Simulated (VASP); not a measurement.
# Ti (P6/mmm) in VASP: a series of runs

Ti is run at these levels: PBEsol; tasks: single point.

Program: VASP 6.6.1. These are calculated values, not measurements. Logs are shortened: lines on timing, memory, paths and dates and some standing lists are left out, and cuts for length are marked.

### 1 The cell of the first run

Symmetry: P6/mmm, No. 191, hexagonal system. Conventional cell: a = 4.488 Å, b = 4.488 Å, c = 2.865 Å, α = 90.00°, β = 90.00°, γ = 120.00°. Within 3.8 Å of Ti (site symmetry 6/mmm) lie 14 Ti at 2.87 to 2.96 Å. Within 3.4 Å of Ti (site symmetry -6m2) lie 11 Ti at 2.59 to 2.96 Å.

### 2 Single point, PBEsol

The input, INCAR:

```
SYSTEM = Ti
PREC = Accurate
ENCUT = 520
EDIFF = 1E-6
ISMEAR = 0
SIGMA = 0.15
LREAL = .FALSE.
LASPH = .TRUE.
NELM = 100
ALGO = Fast
ISIF = 2
LWAVE = .FALSE.
LCHARG = .FALSE.
GGA = PS
NBANDS = 25
```

The input, KPOINTS:

```
Automatic mesh
0
G
  12 12 14
  0 0 0
```

The input, POSCAR:

```
Ti
1.0
    4.4878000000      0.0000000000      0.0000000000
   -2.2439000000      3.8865488071      0.0000000000
    0.0000000000      0.0000000000      2.8655000000
Ti
3
Direct
    0.0000000000      0.0000000000      0.0000000000
    0.3333333333      0.6666666667      0.5000000000
    0.6666666667      0.3333333333      0.5000000000
```

Potentials or basis: VASP PAW PBE potentials, release 64 (Ti_sv).

The run is started by

```bash
> cat potpaw_PBE.64/Ti_sv/POTCAR > POTCAR
> mpirun -np 1 vasp_std > vasp.out
```

OUTCAR:

```text
SYSTEM = Ti
   PREC = Accurate
   ENCUT = 520
   EDIFF = 1E-6
   ISMEAR = 0
   LREAL = .FALSE.
   LASPH = .TRUE.
   NELM = 100
   ISIF = 2
   GGA = PS

 ion  position               nearest neighbor table
   1  0.000  0.000  0.000-
   2  0.333  0.667  0.500-   3 2.59   3 2.59   3 2.59
   3  0.667  0.333  0.500-   2 2.59   2 2.59   2 2.59

  LATTYP: Found a hexagonal cell.
 ALAT       =     4.4878000000
 C/A-ratio  =     0.6385088462

  Lattice vectors:

 A1 = (   4.4878000000,   0.0000000000,   0.0000000000)
 A2 = (  -2.2439000000,   3.8865488071,   0.0000000000)
 A3 = (   0.0000000000,   0.0000000000,   2.8655000000)

Analysis of symmetry for initial positions (statically):
=====================================================================
 Subroutine PRICEL returns:
 Original cell was already a primitive cell.

 Routine SETGRP: Setting up the symmetry group for a
 hexagonal supercell.

 Subroutine GETGRP returns: Found 24 space group operations
 (whereof 24 operations were pure point group operations)
 out of a pool of 24 trial point group operations.

The static configuration has the point symmetry D_6h.

Analysis of symmetry for dynamics (positions and initial velocities):
=====================================================================
 Subroutine PRICEL returns:
 Original cell was already a primitive cell.

 Routine SETGRP: Setting up the symmetry group for a
 hexagonal supercell.

 Subroutine GETGRP returns: Found 24 space group operations
 (whereof 24 operations were pure point group operations)
 out of a pool of 24 trial point group operations.

The dynamic configuration has the point symmetry D_6h.

 Subroutine INISYM returns: Found 24 space group operations
 (whereof 24 operations are pure point group operations),
 and found     1 'primitive' translations

----------------------------------------------------------------------------------------

                                     Primitive cell

  volume of cell :      49.9802

  direct lattice vectors                    reciprocal lattice vectors
     4.487800000  0.000000000  0.000000000     0.222826329  0.128648841  0.000000000
    -2.243900000  3.886548807  0.000000000     0.000000000  0.257297682  0.000000000
     0.000000000  0.000000000  2.865500000     0.000000000  0.000000000  0.348979236

  length of vectors
     4.487800000  4.487800000  2.865500000     0.257297682  0.257297682  0.348979236

[... 75 lines left out ...]
   ICHARG =      2    charge: 1-file 2-atom 10-const
   ISPIN  =      1    spin polarized calculation?
   LNONCOLLINEAR =      F non collinear calculations
   LSORBIT =      F    spin-orbit coupling
   LASPH  =      T    aspherical Exc in radial PAW
   ENCUT  =  520.0 eV  38.22 Ry    6.18 a.u.   8.34  8.34  5.33*2*pi/ulx,y,z
   NELM   =    100;   NELMIN=  2; NELMDL= -5     # of ELM steps
   EDIFF  = 0.1E-05   stopping-criterion for ELM
   LREAL  =      F    real-space projection
   EDIFFG = 0.1E-04   stopping-criterion for IOM
   NSW    =      0    number of steps for IOM
   IBRION =     -1    ionic relax: 0-MD 1-quasi-New 2-CG
   NFREE  =      0    steps in history (QN), initial steepest desc. (CG)
   ISIF   =      2    stress and relaxation
   ISYM   =      2    0-nonsym 1-usesym 2-fastsym
   POTIM  = 0.5000    time-step for ionic-motion
   TEBEG  =    0.0;   TEEND  =   0.0 temperature during run
   PSTRESS=    0.0 pullay stress
   NELECT =      36.0000    total number of electrons
   NUPDOWN=      -1.0000    fix difference up-down
   EMIN   =  10.00;   EMAX   =-10.00  energy-range for DOS
   EFERMI =   0.00;   METHOD = LEGACY
   ISMEAR =     0;   SIGMA  =   0.15  broadening in eV -4-tet -1-fermi 0-gaus
   EFERMI_NEDOS =   21; number of points for ismear=-14 and -15
   IALGO  =     68    algorithm
   IMIX   =      4    mixing-type and parameters
     AMIX     =   0.40;   BMIX     =  1.00
     AMIX_MAG =   1.60;   BMIX_MAG =  1.00
  volume/ion in A,a.u.               =      16.66       112.43
  Fermi-wavevector in a.u.,A,eV,Ry     =   1.467494  2.773161 29.300670  2.153539
  Thomas-Fermi vector in A             =   2.583105
   LORBIT       =      0    0 simple, 1 ext, 2 COOP (PROOUT), +10 PAW based schemes
   GGA     = PS    functional components
   LHFCALC =     F    Hartree Fock is set to
   AEXX    =    0.0000 exact exchange contribution
   IVDW    =     0    specifies the selected vdW correction
   LEPSILON=     F    determine dielectric tensor
   LRPA    =     F    only Hartree local field effects (RPA)
 non-spin polarized calculation
 RMM-DIIS sequential band-by-band and
 Gauss-broadening in eV      SIGMA  =   0.15
  energy-cutoff  :      520.00
  volume of cell :       49.98
 maximum number of plane-waves:      1367
 NGX is ok and might be reduce to    36
   NGX = 17   NGY = 17   NGZ = 11

 number of electron      36.0000012 magnetization

 Free energy of the ion-electron system (eV)
  ---------------------------------------------------
  ext. energy  EPLUGINS =         0.00000000
  ---------------------------------------------------
  free energy    TOTEN  =       -25.05365274 eV

  energy without entropy =      -25.02149480  energy(sigma->0) =      -25.03757377

 E-fermi :   8.5598     XC(G=0): -11.8329

 val. band max:        8.5513830150   @ k =   0.3333   0.3333   0.2143
 cond. band min:       8.5609883731   @ k =   0.3333   0.1667   0.3571
 fundamental gap:      0.0096053581
 Fermi energy:         8.5598225941

 k-point     1 :       0.0000    0.0000    0.0000
  band No.  band energies     occupation
      1     -48.0742      2.00000
      2     -47.7984      2.00000
      3     -47.5944      2.00000
      4     -24.5009      2.00000
      5     -24.5009      2.00000
      6     -24.4146      2.00000
[... 661 lines left out ...]
     24      10.7322      0.00000
     25      11.1630      0.00000

 [... further k-points ...]
[... 5 lines left out ...]
  --------------------------------------------------------------------------------------
  -------------------------------------------------------------------------------------
  Total        0.0097900      0.0097900     -1.6948851      0.0000000      0.0000000     -0.0000000
  in kB        0.3138305      0.3138305    -54.3316390      0.0000000      0.0000000     -0.0000000
  external PRESSURE =     -17.9013260 kB  Pullay stress =       0.0000000 kB

 VOLUME and BASIS-vectors are now :
 -----------------------------------------------------------------------------
  energy-cutoff  :      520.00
  volume of cell :       49.98
      direct lattice vectors                 reciprocal lattice vectors
     4.487800000  0.000000000  0.000000000     0.222826329  0.128648841  0.000000000
    -2.243900000  3.886548807  0.000000000     0.000000000  0.257297682  0.000000000
     0.000000000  0.000000000  2.865500000     0.000000000  0.000000000  0.348979236

 POSITION                                       TOTAL-FORCE (eV/Angst)
 -----------------------------------------------------------------------------------
      0.00000      0.00000      0.00000        -0.000000      0.000000     -0.000000
     -0.00000      2.59103      1.43275        -0.000000      0.000000      0.000000
      2.24390      1.29552      1.43275         0.000000     -0.000000     -0.000000
 -----------------------------------------------------------------------------------
    total drift:                                0.000000      0.000000     -0.000000

  FREE ENERGIE OF THE ION-ELECTRON SYSTEM (eV)
  ---------------------------------------------------
  free  energy   TOTEN  =       -25.0536527443 eV

  energy  without entropy=      -25.0214948027  energy(sigma->0) =      -25.03757377
```

OSZICAR:

```text
N       E                     dE             d eps       ncg     rms          rms(c)
DAV:   1     0.431887299465E+03    0.43189E+03   -0.18504E+04  7600   0.180E+03
DAV:   2     0.209993432584E+02   -0.41089E+03   -0.40395E+03  7678   0.518E+02
DAV:   3    -0.247863516766E+02   -0.45786E+02   -0.44724E+02 14044   0.149E+02
[... 38 lines left out ...]
RMM:  42    -0.250536518152E+02   -0.63562E-06   -0.16010E-05  5778   0.139E-02    0.910E-03
RMM:  43    -0.250536522526E+02   -0.43749E-06   -0.13834E-05  5640   0.133E-02    0.959E-03
RMM:  44    -0.250536525532E+02   -0.30060E-06   -0.12343E-05  5522   0.128E-02    0.989E-03
RMM:  45    -0.250536527060E+02   -0.15276E-06   -0.10751E-05  5379   0.124E-02    0.102E-02
RMM:  46    -0.250536527443E+02   -0.38339E-07   -0.96846E-06  5252   0.120E-02
   1 F= -.25053653E+02 E0= -.25037574E+02  d E =-.321579E-01
```

stdout:

```text
POSCAR found type information on POSCAR Ti
 POSCAR found :  1 types and       3 ions
 scaLAPACK will be used
 -----------------------------------------------------------------------------
|                                                                             |
|                                                                             |
|     You enforced a specific xc type in the INCAR file but a different       |
[... 22 lines left out ...]
WARNING in EDDRMM: call to ZHEGV failed, returncode =   6  3     13
WARNING in EDDRMM: call to ZHEGV failed, returncode =   6  3     19
WARNING in EDDRMM: call to ZHEGV failed, returncode =   8  4     25
WARNING in EDDRMM: call to ZHEGV failed, returncode =   8  4      6
WARNING in EDDRMM: call to ZHEGV failed, returncode =   6  3     24
WARNING in EDDRMM: call to ZHEGV failed, returncode =   8  4     14
WARNING in EDDRMM: call to ZHEGV failed, returncode =   6  3     15
```

Run time: 5.5 min. Hardware: 1 thread of Intel Xeon 6975P-C (Granite Rapids), shared host; peak memory 0.27 GiB.

Results:

```yaml
Free_energy: -25.0537 eV
Pressure: -1.8 GPa
Band_gap_on_the_k_mesh: zero (band 18 reaches 8.86 eV, above the bottom of band 19 at 8.44 eV)
```

Levels at points of the mesh, in eV from the Fermi level:
```
           k point  band 15  band 16  band 17  band 18  band 19  band 20  band 21  band 22
(0.00, 0.00, 0.00)    -0.68    -0.68    -0.58    -0.58     0.13     0.86     1.34     1.34
(0.50, 0.00, 0.00)    -2.70    -0.45    -0.36    -0.32     0.10     0.69     0.79     1.35
(0.00, 0.00, 0.50)    -2.18    -1.90    -1.70    -1.70     1.18     1.18     1.24     1.24
(0.50, 0.00, 0.50)    -1.73    -1.23    -0.81    -0.72     0.36     0.76     0.91     1.05
```

Caveat: the PAW data sets were made with another functional, which shifts forces and pressure a little.

### 3 Single point, PBEsol

This run uses another cell than the first one, of 16.72 Å³/atom, 1.004 times its volume.

The input, INCAR:

```
ALGO     = Fast           # electronic algorithm
EDIFF    = 1E-6           # SCF threshold, eV
ENCUT    = 520            # plane-wave cutoff, eV
GGA      = PS             # functional
ISIF     = 2              # what is computed and relaxed
ISMEAR   = 0              # smearing method
LASPH    = True           # aspherical terms in the spheres
LCHARG   = True           # write CHGCAR
LELF     = True           # ELF
LREAL    = False          # projectors in reciprocal space
LVHAR    = True         
LWAVE    = False          # write WAVECAR
NBANDS   = 25             # bands
NELM     = 80             # most SCF steps
PREC     = Accurate       # precision mode
SIGMA    = 0.15           # smearing width, eV
```

The input, KPOINTS:

```
k-points
0
Gamma
  12 12 14
```

The input, POSCAR:

```
Ti
1.0
    4.5962000000      0.0000000000      0.0000000000
   -2.2981000000      3.9804259609      0.0000000000
    0.0000000000      0.0000000000      2.7423000000
Ti
3
Direct
    0.0000000000      0.0000000000      0.0000000000
    0.3333333333      0.6666666667      0.5000000000
    0.6666666667      0.3333333333      0.5000000000
```

Potentials or basis: VASP PAW PBE potentials, release 64 (Ti_sv).

The run is started by

```bash
> cat potpaw_PBE.64/Ti_sv/POTCAR > POTCAR
> mpirun -np 1 vasp_std > vasp.out
```

Run time: 4.9 min. Hardware: 1 thread of Intel Xeon 6975P-C (Granite Rapids), shared host; peak memory 0.26 GiB.

It converged, with:

- Free energy: -25.0394 eV
- Pressure: -1.8 GPa
- Band gap on the k mesh: zero (band 18 reaches 8.56 eV, above the bottom of band 19 at 8.26 eV)

Stress tensor (GPa, compression positive):
```
-4.28  0.00  0.00
 0.00 -4.28  0.00
 0.00  0.00  3.13
```

Levels at points of the mesh, in eV from the Fermi level:
| k point | band 16 | band 17 | band 18 | band 19 | band 20 | band 21 |
| --- | --- | --- | --- | --- | --- | --- |
| (0.00, 0.00, 0.00) | -0.71 | -0.62 | -0.62 | -0.18 | 0.53 | 1.33 |
| (0.50, 0.00, 0.00) | -0.46 | -0.40 | -0.38 | 0.03 | 0.41 | 1.07 |
| (0.00, 0.00, 0.50) | -1.60 | -1.60 | -1.47 | 0.99 | 0.99 | 1.39 |
| (0.50, 0.00, 0.50) | -1.15 | -0.60 | -0.43 | 0.37 | 0.95 | 1.15 |

Caveat: the PAW data sets were made with another functional, which shifts forces and pressure a little.

### 4 Single point, PBEsol

This run uses another cell than the first one, of 16.92 Å³/atom, 1.016 times its volume.

The input, INCAR:

```
  PREC = Accurate
  ENCUT = 520
  EDIFF = 1E-6
  ISMEAR = 0
  SIGMA = 0.15
  LREAL = False
  LASPH = True
  NELM = 60
  ALGO = Fast
  ISIF = 2
  LWAVE = False
  LCHARG = True
  GGA = PS
  LELF = True
  LVHAR = True
  NBANDS = 25
```

The input, KPOINTS:

```
Automatic mesh
0
Gamma
  12 12 14
```

The input, POSCAR:

```
Ti
1.0
    4.6233000000      0.0000000000      0.0000000000
   -2.3116500000      4.0038952493      0.0000000000
    0.0000000000      0.0000000000      2.7423000000
Ti
3
Direct
    0.0000000000      0.0000000000      0.0000000000
    0.3333333333      0.6666666667      0.5000000000
    0.6666666667      0.3333333333      0.5000000000
```

The run is started by

```bash
> cat potpaw_PBE.64/Ti_sv/POTCAR > POTCAR
> mpirun -np 1 vasp_std > vasp.out
```

Run time: 5.8 min. Hardware: 1 thread of Intel Xeon Platinum 8488C (Sapphire Rapids), shared host; peak memory 0.26 GiB.

It converged, with:

* Free energy: -25.0210 eV
* Pressure: -3.1 GPa
* Band gap on the k mesh: zero (band 18 reaches 8.40 eV, above the bottom of band 19 at 8.10 eV)

Stress tensor (GPa, compression positive):
```
-5.85  0.00  0.00
 0.00 -5.85  0.00
 0.00  0.00  2.46
```

Levels at points of the mesh, in eV from the Fermi level:
```tsv
k point	band 16	band 17	band 18	band 19	band 20	band 21
(0.00, 0.00, 0.00)	-0.71	-0.61	-0.61	-0.20	0.50	1.32
(0.50, 0.00, 0.00)	-0.46	-0.39	-0.36	0.03	0.38	1.02
(0.00, 0.00, 0.50)	-1.56	-1.56	-1.44	0.96	0.96	1.38
(0.50, 0.00, 0.50)	-1.12	-0.58	-0.39	0.38	0.96	1.14
```

Caveat: the PAW data sets were made with another functional, which shifts forces and pressure a little.

### 5 Summary

| cell | gap on the mesh (eV) | pressure (GPa) |
| --- | --- | --- |
| a = 4.488, b = 4.488, c = 2.865 Å, angles 90.0, 90.0, 120.0°, 3 atoms | none | -1.8 |
| a = 4.596, b = 4.596, c = 2.742 Å, angles 90.0, 90.0, 120.0°, 3 atoms | none | -1.8 |
| a = 4.623, b = 4.623, c = 2.742 Å, angles 90.0, 90.0, 120.0°, 3 atoms | none | -3.1 |

Alike in all rows: task single point; level PBEsol; potentials or basis VASP PAW PBE potentials, release 64 (Ti_sv); no spin polarisation; k mesh 12 × 12 × 14; cutoff (eV) 520; smearing gaussian 0.15 eV.

Caveats: the PAW data sets were made with another functional, which shifts forces and pressure a little.

Total energies depend on the potentials used, so only differences within one code and one set of settings carry meaning.
